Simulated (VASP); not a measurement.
# Nd (Fm-3m) in VASP: single point with PBE+U

Aim: the single point of Nd with PBE+U.

Program: VASP 6.6.1. These are calculated values, not measurements. Logs are shortened: lines on timing, memory, paths and dates and some standing lists are left out, and cuts for length are marked.

**1. The cell of the first run**

Symmetry: Fm-3m, No. 225, cubic system. Conventional cell: a = 5.210 Å, b = 5.210 Å, c = 5.210 Å, α = 90.00°, β = 90.00°, γ = 90.00°. Within 4.8 Å of Nd (site symmetry m-3m) lie 12 Nd at 3.68 Å.

This isn't the form of Nd at room conditions, which is double hcp.

**2. Single point, PBE+U, collinear spin, ferromagnetic start**

The input, INCAR:

```
  PREC = Accurate
  ENCUT = 600
  EDIFF = 1E-6
  ISMEAR = 1
  SIGMA = 0.025
  LREAL = False
  LASPH = True
  NELM = 200
  ALGO = Normal
  ISIF = 2
  LWAVE = False
  LCHARG = False
  ISPIN = 2
  MAGMOM = 3.65
  LORBIT = 11
  LMAXMIX = 6
  LDAU = True
  LDAUTYPE = 2
  LDAUL = 3
  LDAUU = 6
  LDAUJ = 0
  LDAUPRINT = 1
  GGA = PE
  NBANDS = 17
  GGA_COMPAT = False
```

The input, KPOINTS:

```
Automatic mesh
0
Gamma
  9 9 9
```

The input, POSCAR:

```
Nd
1.0
    0.0000000000      2.6049204500      2.6049204500
    2.6049204500      0.0000000000      2.6049204500
    2.6049204500      2.6049204500      0.0000000000
Nd
1
Direct
    0.0000000000      0.0000000000      0.0000000000
```

Potentials or basis: VASP PAW PBE potentials, release 64 (Nd).

The run is started by

```sh
> cat potpaw_PBE.64/Nd/POTCAR > POTCAR
> mpirun -np 1 vasp_std > vasp.out
```

OUTCAR:

```text
PREC = Accurate
   ENCUT = 600
   EDIFF = 1E-6
   ISMEAR = 1
   LREAL = False
   LASPH = True
   NELM = 200
   ISIF = 2
   ISPIN = 2
   LORBIT = 11
   GGA = PE

 ion  position               nearest neighbor table
   1  0.000  0.000  0.000-

  LATTYP: Found a face centered cubic cell.
 ALAT       =     5.2098409000

  Lattice vectors:

 A1 = (   0.0000000000,   2.6049204500,   2.6049204500)
 A2 = (   2.6049204500,   0.0000000000,   2.6049204500)
 A3 = (   2.6049204500,   2.6049204500,   0.0000000000)

Analysis of symmetry for initial positions (statically):
=====================================================================
 Subroutine PRICEL returns:
 Original cell was already a primitive cell.

 Routine SETGRP: Setting up the symmetry group for a
 face centered cubic supercell.

 Subroutine GETGRP returns: Found 48 space group operations
 (whereof 48 operations were pure point group operations)
 out of a pool of 48 trial point group operations.

The static configuration has the point symmetry O_h .

Analysis of symmetry for dynamics (positions and initial velocities):
=====================================================================
 Subroutine PRICEL returns:
 Original cell was already a primitive cell.

 Routine SETGRP: Setting up the symmetry group for a
 face centered cubic supercell.

 Subroutine GETGRP returns: Found 48 space group operations
 (whereof 48 operations were pure point group operations)
 out of a pool of 48 trial point group operations.

The dynamic configuration has the point symmetry O_h .

Analysis of structural, dynamic, and magnetic symmetry:
=====================================================================
 Subroutine PRICEL returns:
 Original cell was already a primitive cell.

 Routine SETGRP: Setting up the symmetry group for a
 face centered cubic supercell.

 Subroutine GETGRP returns: Found 48 space group operations
 (whereof 48 operations were pure point group operations)
 out of a pool of 48 trial point group operations.

The overall configuration has the point symmetry O_h .

 Subroutine INISYM returns: Found 48 space group operations
 (whereof 48 operations are pure point group operations),
 and found     1 'primitive' translations

----------------------------------------------------------------------------------------

                                     Primitive cell

  volume of cell :      35.3520

  direct lattice vectors                    reciprocal lattice vectors
     0.000000000  2.604920450  2.604920450    -0.191944441  0.191944441  0.191944441
     2.604920450  0.000000000  2.604920450     0.191944441 -0.191944441  0.191944441
     2.604920450  2.604920450  0.000000000     0.191944441  0.191944441 -0.191944441

  length of vectors
     3.683913829  3.683913829  3.683913829     0.332457524  0.332457524  0.332457524

  position of ions in fractional coordinates (direct lattice)
     0.000000000  0.000000000  0.000000000

  ion indices of the primitive-cell ions
   primitive index   ion index
                 1           1

----------------------------------------------------------------------------------------

[... 99 lines left out ...]
   LHFCALC =     F    Hartree Fock is set to
   AEXX    =    0.0000 exact exchange contribution
   IVDW    =     0    specifies the selected vdW correction
   LEPSILON=     F    determine dielectric tensor
   LRPA    =     F    only Hartree local field effects (RPA)
 spin polarized calculation
 Methfessel and Paxton  Order N= 1 SIGMA  =   0.03
  energy-cutoff  :      600.00
  volume of cell :       35.35
 maximum number of plane-waves:      1243
 NGX is ok and might be reduce to    30
   NGX = 15   NGY = 15   NGZ = 15

atom =   1  type =  1  l = 3

 onsite density matrix

spin component  1

  0.3729 -0.0000 -0.4680 -0.0000 -0.0000 -0.0000 -0.0000
 -0.0000  0.0157  0.0000  0.0000  0.0000  0.0000  0.0000
 -0.4680  0.0000  0.6145  0.0000 -0.0000 -0.0000  0.0000
 -0.0000  0.0000  0.0000  0.0104 -0.0000 -0.0000  0.0000
 -0.0000  0.0000 -0.0000 -0.0000  0.6145  0.0000  0.4680
 -0.0000  0.0000 -0.0000 -0.0000  0.0000  0.9771 -0.0000
 -0.0000  0.0000  0.0000  0.0000  0.4680 -0.0000  0.3729

spin component  2

  0.0012  0.0000  0.0005 -0.0000  0.0000  0.0000 -0.0000
  0.0000  0.0014  0.0000 -0.0000  0.0000 -0.0000 -0.0000
  0.0005  0.0000  0.0009 -0.0000  0.0000  0.0000  0.0000
 -0.0000 -0.0000 -0.0000  0.0016  0.0000  0.0000 -0.0000
  0.0000  0.0000  0.0000  0.0000  0.0009  0.0000 -0.0005
  0.0000 -0.0000  0.0000  0.0000  0.0000  0.0005  0.0000
 -0.0000 -0.0000  0.0000 -0.0000 -0.0005  0.0000  0.0012

 occupancies and eigenvectors

  o =  0.0005  v =  0.0000  0.0000  0.0000  0.0000  0.0000  0.0000  0.0000  0.0011 -0.0000 -0.0014 -0.0000 -0.0007  1.0000 -0.0006      0.0000  0.0000  0.0000  0.0000  0.0000  0.0000  0.0000  0.0000  0.0000  0.0000  0.0000  0.0000  0.0000  0.0000
  o =  0.0005  v =  0.0000  0.0000  0.0000  0.0000  0.0000  0.0000  0.0000  0.6124 -0.0000 -0.7906 -0.0000  0.0019 -0.0017  0.0015      0.0000  0.0000  0.0000  0.0000  0.0000  0.0000  0.0000  0.0000  0.0000  0.0000  0.0000  0.0000  0.0000  0.0000
  o =  0.0005  v =  0.0000  0.0000  0.0000  0.0000  0.0000  0.0000  0.0000  0.0015  0.0000 -0.0019  0.0000 -0.7906 -0.0009 -0.6124      0.0000  0.0000  0.0000  0.0000  0.0000  0.0000  0.0000  0.0000  0.0000  0.0000  0.0000  0.0000  0.0000  0.0000
  o =  0.0014  v =  0.0000  0.0000  0.0000  0.0000  0.0000  0.0000  0.0000  0.0000 -1.0000  0.0000 -0.0000  0.0000 -0.0000 -0.0000      0.0000  0.0000  0.0000  0.0000  0.0000  0.0000  0.0000  0.0000  0.0000  0.0000  0.0000  0.0000  0.0000  0.0000
  o =  0.0016  v =  0.0000  0.0000  0.0000  0.0000  0.0000  0.0000  0.0000  0.0014 -0.0000  0.0010  0.0000 -0.6124  0.0000  0.7906      0.0000  0.0000  0.0000  0.0000  0.0000  0.0000  0.0000  0.0000  0.0000  0.0000  0.0000  0.0000  0.0000  0.0000
  o =  0.0016  v =  0.0000  0.0000  0.0000  0.0000  0.0000  0.0000  0.0000  0.7906  0.0000  0.6124  0.0001  0.0010  0.0000 -0.0014      0.0000  0.0000  0.0000  0.0000  0.0000  0.0000  0.0000  0.0000  0.0000  0.0000  0.0000  0.0000  0.0000  0.0000
  o =  0.0016  v =  0.0000  0.0000  0.0000  0.0000  0.0000  0.0000  0.0000 -0.0001 -0.0000 -0.0001  1.0000  0.0000  0.0000 -0.0000      0.0000  0.0000  0.0000  0.0000  0.0000  0.0000  0.0000  0.0000  0.0000  0.0000  0.0000  0.0000  0.0000  0.0000
  o =  0.0104  v =  0.0002  0.0000  0.0002 -0.9998  0.0110  0.0000 -0.0142  0.0000  0.0000  0.0000  0.0000  0.0000  0.0000  0.0000      0.0000  0.0000  0.0000  0.0000  0.0000  0.0000  0.0000  0.0000  0.0000  0.0000  0.0000  0.0000  0.0000  0.0000
  o =  0.0104  v = -0.7906 -0.0000 -0.6124 -0.0002  0.0008  0.0000 -0.0010  0.0000  0.0000  0.0000  0.0000  0.0000  0.0000  0.0000      0.0000  0.0000  0.0000  0.0000  0.0000  0.0000  0.0000  0.0000  0.0000  0.0000  0.0000  0.0000  0.0000  0.0000
  o =  0.0104  v = -0.0010 -0.0000 -0.0008 -0.0180 -0.6123  0.0000  0.7904  0.0000  0.0000  0.0000  0.0000  0.0000  0.0000  0.0000      0.0000  0.0000  0.0000  0.0000  0.0000  0.0000  0.0000  0.0000  0.0000  0.0000  0.0000  0.0000  0.0000  0.0000
  o =  0.0157  v =  0.0000 -1.0000  0.0000 -0.0000  0.0000  0.0000 -0.0000  0.0000  0.0000  0.0000  0.0000  0.0000  0.0000  0.0000      0.0000  0.0000  0.0000  0.0000  0.0000  0.0000  0.0000  0.0000  0.0000  0.0000  0.0000  0.0000  0.0000  0.0000
  o =  0.9771  v =  0.6124  0.0000 -0.7906 -0.0000 -0.0000  0.0000 -0.0000  0.0000  0.0000  0.0000  0.0000  0.0000  0.0000  0.0000      0.0000  0.0000  0.0000  0.0000  0.0000  0.0000  0.0000  0.0000  0.0000  0.0000  0.0000  0.0000  0.0000  0.0000
  o =  0.9771  v =  0.0000  0.0000  0.0000 -0.0000 -0.7481  0.3234 -0.5795  0.0000  0.0000  0.0000  0.0000  0.0000  0.0000  0.0000      0.0000  0.0000  0.0000  0.0000  0.0000  0.0000  0.0000  0.0000  0.0000  0.0000  0.0000  0.0000  0.0000  0.0000
  o =  0.9771  v = -0.0000  0.0000 -0.0000 -0.0000  0.2557  0.9463  0.1980  0.0000  0.0000  0.0000  0.0000  0.0000  0.0000  0.0000      0.0000  0.0000  0.0000  0.0000  0.0000  0.0000  0.0000  0.0000  0.0000  0.0000  0.0000  0.0000  0.0000  0.0000

 number of electron      13.9999999 magnetization       3.6061356

 Free energy of the ion-electron system (eV)
  ---------------------------------------------------
  ext. energy  EPLUGINS =         0.00000000
  ---------------------------------------------------
  free energy    TOTEN  =        -5.62754302 eV

  energy without entropy =       -5.62767310  energy(sigma->0) =       -5.62758638

 E-fermi :   4.6867     XC(G=0):  -9.8250

 val. band max:        4.6614239553   @ k =   0.3333   0.1111   0.0000
 cond. band min:       4.6986406950   @ k =  -0.2222   0.1111   0.0000
 fundamental gap:      0.0372167397
 Fermi energy:         4.6867393035

 spin component 1

 k-point     1 :       0.0000    0.0000    0.0000
  band No.  band energies     occupation
      1     -33.7695      1.00000
      2     -14.2678      1.00000
      3     -14.2678      1.00000
      4     -14.2678      1.00000
      5      -0.4680      1.00000
      6      -0.4680      1.00000
[... 943 lines left out ...]
      6       3.8606      1.00000
[... 9 lines left out ...]
     16      11.0511      0.00000
     17      11.0511      0.00000

 [... further k-points ...]

------------------------ aborting loop because EDIFF is reached ----------------------------------------

  FORCE on cell =-STRESS in cart. coord.  units (eV):
  Direction    XX          YY          ZZ          XY          YZ          ZX
  --------------------------------------------------------------------------------------
  -------------------------------------------------------------------------------------
  Total       -0.1193690     -0.1193690     -0.1193690     -0.0000000      0.0000000      0.0000000
  in kB       -5.4098931     -5.4098931     -5.4098931     -0.0000000      0.0000000      0.0000000
  external PRESSURE =      -5.4098931 kB  Pullay stress =       0.0000000 kB

 VOLUME and BASIS-vectors are now :
 -----------------------------------------------------------------------------
  energy-cutoff  :      600.00
  volume of cell :       35.35
      direct lattice vectors                 reciprocal lattice vectors
     0.000000000  2.604920450  2.604920450    -0.191944441  0.191944441  0.191944441
     2.604920450  0.000000000  2.604920450     0.191944441 -0.191944441  0.191944441
     2.604920450  2.604920450  0.000000000     0.191944441  0.191944441 -0.191944441

 POSITION                                       TOTAL-FORCE (eV/Angst)
 -----------------------------------------------------------------------------------
      0.00000      0.00000      0.00000         0.000000      0.000000      0.000000
 -----------------------------------------------------------------------------------
    total drift:                               -0.000000     -0.000000     -0.000000

  FREE ENERGIE OF THE ION-ELECTRON SYSTEM (eV)
  ---------------------------------------------------
  free  energy   TOTEN  =        -5.6275430188 eV

  energy  without entropy=       -5.6276730985  energy(sigma->0) =       -5.62758638

 total charge

# of ion       s       p       d       f       tot
--------------------------------------------------
    1        2.019   5.287   0.680   2.982  10.968

 magnetization (x)

# of ion       s       p       d       f       tot
--------------------------------------------------
    1       -0.008  -0.086   0.184   2.967   3.058
```

Run time: 3.2 min. Hardware: 1 thread of AMD EPYC 7R43 (Zen 3), shared host; peak memory 0.18 GiB.

What came out:

- Free energy: -5.6275 eV
- Pressure: -0.5 GPa
- Net moment: 3.61 μB per cell
- Site moments: Nd +3.06 μB
- Valence electrons inside the program's atomic spheres: Nd 10.97

Eigenvalues of the final occupation matrices:
```tsv
site	spin	trace	eigenvalues
site 1 f	1	2.98	0.01 0.01 0.01 0.02 0.98 0.98 0.98
site 1 f	2	0.01	0.00 0.00 0.00 0.00 0.00 0.00 0.00
```

Caveat: the magnetic or orbital state may not be the lowest; spin-orbit coupling is left out, which moves the levels of the heavy elements. The state reached can hang on the start; a lower one may exist.
